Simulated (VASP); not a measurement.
# ZnS (P6_3mc) in VASP: notebook

ZnS is run at these levels: PBE-based screened hybrid with 10 % exact exchange, PBE; tasks: single point.

Program: VASP 6.6.1. These are calculated values, not measurements. Logs are shortened: lines on timing, memory, paths and dates and some standing lists are left out, and cuts for length are marked.

### Step 1. The cell of the first run

It takes space group P6_3mc (No. 186, hexagonal). The conventional cell has a = 3.811 Å, b = 3.811 Å, c = 6.234 Å, α = 90.00°, β = 90.00°, γ = 120.00°. Within 3.1 Å of Zn (site symmetry 3m) lie 4 S at 2.31 to 2.40 Å. S (site symmetry 3m) has 4 Zn at 2.31 to 2.40 Å within 3.1 Å.

### Step 2. Single point, PBE-based screened hybrid with 10 % exact exchange

The input, POSCAR:

```
ZnS
1.0
    3.8110000000      0.0000000000      0.0000000000
   -1.9055000000      3.3004228138      0.0000000000
    0.0000000000      0.0000000000      6.2340000000
Zn S
2 2
Direct
    0.6666666667      0.3333333333      0.5000000000
    0.3333333333      0.6666666667      0.0000000000
    0.6666666667      0.3333333333      0.8850000000
    0.3333333333      0.6666666667      0.3850000000
```

The input, INCAR.step1:

```
SYSTEM = ZnS
PREC = Accurate
ENCUT = 520
EDIFF = 1E-5
ISMEAR = -1
SIGMA = 0.05
LREAL = .FALSE.
LASPH = .TRUE.
NELM = 100
ALGO = Normal
ISIF = 2
LWAVE = .TRUE.
LCHARG = .FALSE.
NBANDS = 26
GGA = PE
```

The input, INCAR.step2:

```
SYSTEM = ZnS
PREC = Accurate
ENCUT = 520
EDIFF = 1E-7
ISMEAR = -1
SIGMA = 0.05
LREAL = .FALSE.
LASPH = .TRUE.
NELM = 100
ALGO = Normal
ISIF = 2
LWAVE = .FALSE.
LCHARG = .FALSE.
GGA = PE
LHFCALC = .TRUE.
AEXX = 0.1
HFSCREEN = 0.2078699
PRECFOCK = Normal
NBANDS = 26
ISTART = 1
```

The input, KPOINTS:

```
Automatic mesh
0
G
  5 5 3
  0 0 0
```

Potentials or basis: VASP PAW PBE potentials, release 64 (Zn, S).

Launch:

```bash
cat potpaw_PBE.64/Zn/POTCAR potpaw_PBE.64/S/POTCAR > POTCAR
cp INCAR.step1 INCAR
mpirun -np 1 vasp_std > vasp.out
cp INCAR.step2 INCAR
mpirun -np 1 vasp_std > vasp.out
```

OUTCAR:

```text
SYSTEM = ZnS
   PREC = Accurate
   ENCUT = 520
   EDIFF = 1E-7
   ISMEAR = -1
   LREAL = .FALSE.
   LASPH = .TRUE.
   NELM = 100
   ISIF = 2
   GGA = PE
   LHFCALC = .TRUE.
   AEXX = 0.1
   HFSCREEN = 0.2078699
   PRECFOCK = Normal
   ISTART = 1

 ion  position               nearest neighbor table
   1  0.667  0.333  0.500-   4 2.31   4 2.31   4 2.31   3 2.40
   2  0.333  0.667  0.000-   3 2.31   3 2.31   3 2.31   4 2.40
   3  0.667  0.333  0.885-   2 2.31   2 2.31   2 2.31   1 2.40
   4  0.333  0.667  0.385-   1 2.31   1 2.31   1 2.31   2 2.40

  LATTYP: Found a hexagonal cell.
 ALAT       =     3.8110000000
 C/A-ratio  =     1.6357911309

  Lattice vectors:

 A1 = (   3.8110000000,   0.0000000000,   0.0000000000)
 A2 = (  -1.9055000000,   3.3004228138,   0.0000000000)
 A3 = (   0.0000000000,   0.0000000000,   6.2340000000)

Analysis of symmetry for initial positions (statically):
=====================================================================
 Subroutine PRICEL returns:
 Original cell was already a primitive cell.

 Routine SETGRP: Setting up the symmetry group for a
 hexagonal supercell.

 Subroutine GETGRP returns: Found 12 space group operations
 (whereof  6 operations were pure point group operations)
 out of a pool of 24 trial point group operations.

The static configuration has the point symmetry C_3v.
 The point group associated with its full space group is C_6v.

Analysis of symmetry for dynamics (positions and initial velocities):
=====================================================================
 Subroutine PRICEL returns:
 Original cell was already a primitive cell.

 Routine SETGRP: Setting up the symmetry group for a
 hexagonal supercell.

 Subroutine GETGRP returns: Found 12 space group operations
 (whereof  6 operations were pure point group operations)
 out of a pool of 24 trial point group operations.

The dynamic configuration has the point symmetry C_3v.
 The point group associated with its full space group is C_6v.

 Subroutine INISYM returns: Found 12 space group operations
 (whereof  6 operations are pure point group operations),
 and found     1 'primitive' translations

----------------------------------------------------------------------------------------

[... 84 lines left out ...]
   NSW    =      0    number of steps for IOM
   IBRION =     -1    ionic relax: 0-MD 1-quasi-New 2-CG
   NFREE  =      0    steps in history (QN), initial steepest desc. (CG)
   ISIF   =      2    stress and relaxation
   ISYM   =      3    0-nonsym 1-usesym 2-fastsym
   POTIM  = 0.5000    time-step for ionic-motion
   TEBEG  =    0.0;   TEEND  =   0.0 temperature during run
   PSTRESS=    0.0 pullay stress
   NELECT =      36.0000    total number of electrons
   NUPDOWN=      -1.0000    fix difference up-down
   EMIN   =  10.00;   EMAX   =-10.00  energy-range for DOS
   EFERMI =   0.00;   METHOD = LEGACY
   ISMEAR =    -1;   SIGMA  =   0.05  broadening in eV -4-tet -1-fermi 0-gaus
   EFERMI_NEDOS =   21; number of points for ismear=-14 and -15
   IALGO  =     38    algorithm
   IMIX   =      1    mixing-type and parameters
     AMIX     =   0.40;   BMIX     =  1.00
     AMIX_MAG =   1.60;   BMIX_MAG =  1.00
  volume/ion in A,a.u.               =      19.60       132.29
  Fermi-wavevector in a.u.,A,eV,Ry     =   1.262943  2.386617 21.701647  1.595026
  Thomas-Fermi vector in A             =   2.396326
   LORBIT       =      0    0 simple, 1 ext, 2 COOP (PROOUT), +10 PAW based schemes
   GGA     = PE    functional components
   LHFCALC =     T    Hartree Fock is set to
   PRECFOCK=normal    Normal, Fast or Accurate (Low or Medium for compatibility)
   ENCUT4O =  -1.0   cutoff for four orbital integrals eV
   NKREDX  =     1    reduce k-point grid by
   NKREDY  =     1    reduce k-point grid by
   NKREDZ  =     1    reduce k-point grid by
   AEXX    =    0.1000 exact exchange contribution
   HFSCREEN=    0.2079 screening length (either q_TF or 0.3 A-1)
   HFSCREENC=   0.2079 screening length for correlation (either q_TF or 0.3 A-1)
   ENCUTFOCK=  -1.0 apply spherical cutoff to Coloumb kernel
   IVDW    =     0    specifies the selected vdW correction
   LEPSILON=     F    determine dielectric tensor
   LRPA    =     F    only Hartree local field effects (RPA)
 non-spin polarized calculation
  energy-cutoff  :      520.00
  volume of cell :       78.41
 maximum number of plane-waves:      2121
  NGX = 24; NGY = 24; NGZ = 36

 number of electron      35.9999977 magnetization

 Free energy of the ion-electron system (eV)
  ---------------------------------------------------
  ext. energy  EPLUGINS =         0.00000000
  ---------------------------------------------------
  free energy    TOTEN  =       -14.82280999 eV

  energy without entropy =      -14.82280999  energy(sigma->0) =      -14.82280999

 E-fermi :   2.9485     XC(G=0):  -8.9833

 val. band max:        1.8870263207   @ k =   0.0000   0.0000   0.0000
 cond. band min:       4.6120587789   @ k =   0.0000   0.0000   0.0000
 fundamental gap:      2.7250324582
 Fermi energy:         2.9485120078

 k-point     1 :       0.0000    0.0000    0.0000
  band No.  band energies     occupation
      1     -11.7914      2.00000
      2     -10.8420      2.00000
      3      -5.0820      2.00000
      4      -5.0820      2.00000
      5      -5.0183      2.00000
      6      -5.0178      2.00000
[... 279 lines left out ...]
     25      11.8697      0.00000
     26      12.3612      0.00000

------------------------ aborting loop because EDIFF is reached ----------------------------------------

  FORCE on cell =-STRESS in cart. coord.  units (eV):
  Direction    XX          YY          ZZ          XY          YZ          ZX
  --------------------------------------------------------------------------------------
  -------------------------------------------------------------------------------------
  Total        1.4346403      1.4346403      0.3512222      0.0000000      0.0000000      0.0000000
  in kB       29.3142165     29.3142165      7.1765756      0.0000000      0.0000000      0.0000000
  external PRESSURE =      21.9350028 kB  Pullay stress =       0.0000000 kB

 VOLUME and BASIS-vectors are now :
 -----------------------------------------------------------------------------
  energy-cutoff  :      520.00
  volume of cell :       78.41
      direct lattice vectors                 reciprocal lattice vectors
     3.811000000  0.000000000  0.000000000     0.262398321  0.151495741  0.000000000
    -1.905500000  3.300422814  0.000000000     0.000000000  0.302991482  0.000000000
     0.000000000  0.000000000  6.234000000     0.000000000  0.000000000  0.160410651

 POSITION                                       TOTAL-FORCE (eV/Angst)
 -----------------------------------------------------------------------------------
      1.90550      1.10014      3.11700         0.000000     -0.000000      0.328162
     -0.00000      2.20028      0.00000        -0.000000      0.000000      0.328162
      1.90550      1.10014      5.51709         0.000000     -0.000000     -0.328162
     -0.00000      2.20028      2.40009         0.000000      0.000000     -0.328162
 -----------------------------------------------------------------------------------
    total drift:                               -0.000000     -0.000001      0.000318

  FREE ENERGIE OF THE ION-ELECTRON SYSTEM (eV)
  ---------------------------------------------------
  free  energy   TOTEN  =       -14.8228099910 eV

  energy  without entropy=      -14.8228099910  energy(sigma->0) =      -14.82280999
```

OSZICAR.step1:

```text
N       E                     dE             d eps       ncg     rms          rms(c)
DAV:   1     0.243151931683E+03    0.24315E+03   -0.17278E+04   520   0.168E+03
DAV:   2     0.974215865601E+01   -0.23341E+03   -0.22449E+03   528   0.353E+02
DAV:   3    -0.139396246318E+02   -0.23682E+02   -0.23419E+02   628   0.111E+02
DAV:   4    -0.144957814542E+02   -0.55616E+00   -0.55502E+00   610   0.172E+01
DAV:   5    -0.145044907908E+02   -0.87093E-02   -0.87066E-02   634   0.210E+00    0.990E+00
DAV:   6    -0.136512368745E+02    0.85325E+00   -0.16675E+00   796   0.371E+01    0.761E+00
DAV:   7    -0.136453781109E+02    0.58588E-02   -0.12408E+00   560   0.656E+00    0.347E+00
DAV:   8    -0.136391634254E+02    0.62147E-02   -0.34663E-02   636   0.173E+00    0.975E-01
DAV:   9    -0.136396395088E+02   -0.47608E-03   -0.91247E-03   694   0.129E+00    0.226E-01
DAV:  10    -0.136397897016E+02   -0.15019E-03   -0.59203E-04   608   0.340E-01    0.936E-02
DAV:  11    -0.136400095293E+02   -0.21983E-03   -0.33974E-04   550   0.126E-01    0.524E-02
DAV:  12    -0.136400094016E+02    0.12769E-06   -0.13834E-05   468   0.432E-02
   1 F= -.13640009E+02 E0= -.13640009E+02  d E =-.392850E-10
```

Wall time 1.8 h (1 thread of AMD EPYC 7R43 (Zen 3), shared host); peak memory 0.28 GiB.

What came out:

- Free energy: -14.8228 eV
- Pressure: 2.2 GPa
- Largest force: 0.328 eV/Å
- Band gap on the k mesh: 2.73 eV

Forces in eV/Å, atoms in the order of the input:
```
Zn   0.000  0.000  0.328
Zn   0.000  0.000  0.328
S    0.000  0.000 -0.328
S    0.000  0.000 -0.328
```

Levels at points of the mesh, in eV from the valence-band top:
| k point | band 16 | band 17 | band 18 | band 19 | band 20 | band 21 |
| --- | --- | --- | --- | --- | --- | --- |
| (0.00, 0.00, 0.00) | -0.02 | -0.02 | 0.00 | 2.73 | 3.48 | 6.80 |

Caveat: the PAW data sets were made with another functional, which shifts forces and pressure a little.

### Step 3. Single point, PBE

The input, INCAR:

```
SYSTEM = ZnS
PREC = Accurate
ENCUT = 520
EDIFF = 1E-6
ISMEAR = -1
SIGMA = 0.04
LREAL = .FALSE.
LASPH = .TRUE.
NELM = 60
ALGO = Normal
ISIF = 2
LWAVE = .FALSE.
LCHARG = .TRUE.
GGA = PE
LELF = .TRUE.
LVHAR = .TRUE.
NBANDS = 26
```

The input, KPOINTS:

```
regular mesh
0
G
  5 5 3
  0 0 0
```

POSCAR is that of step 2.

Potentials or basis: VASP PAW PBE potentials, release 64 (Zn, S).

Launch:

```bash
cat potpaw_PBE.64/Zn/POTCAR potpaw_PBE.64/S/POTCAR > POTCAR
mpirun -np 1 vasp_std > vasp.out
```

It took 18 s on 1 thread of Intel Xeon Platinum 8488C (Sapphire Rapids), shared host; peak memory 0.18 GiB.

Results (log left out):

| Item | Value |
| --- | --- |
| Free energy | -13.6400 eV |
| Pressure | 2.5 GPa |
| Largest force | 0.327 eV/Å |
| Band gap on the k mesh | 2.25 eV |

Forces in eV/Å, atoms in the order of the input:
```
Zn   0.000  0.000  0.327
Zn   0.000  0.000  0.327
S    0.000  0.000 -0.327
S    0.000  0.000 -0.327
```

Stress tensor (GPa, compression positive):
```
3.26 0.00 0.00
0.00 3.26 0.00
0.00 0.00 1.10
```

Levels at points of the mesh, in eV from the valence-band top:
```tsv
k point	band 15	band 16	band 17	band 18	band 19	band 20	band 21	band 22
(0.00, 0.00, 0.00)	-0.86	-0.01	-0.01	0.00	2.25	3.00	6.30	6.30
```

Expect the measured gap to be larger: semilocal functionals such as PBE lack the derivative discontinuity.
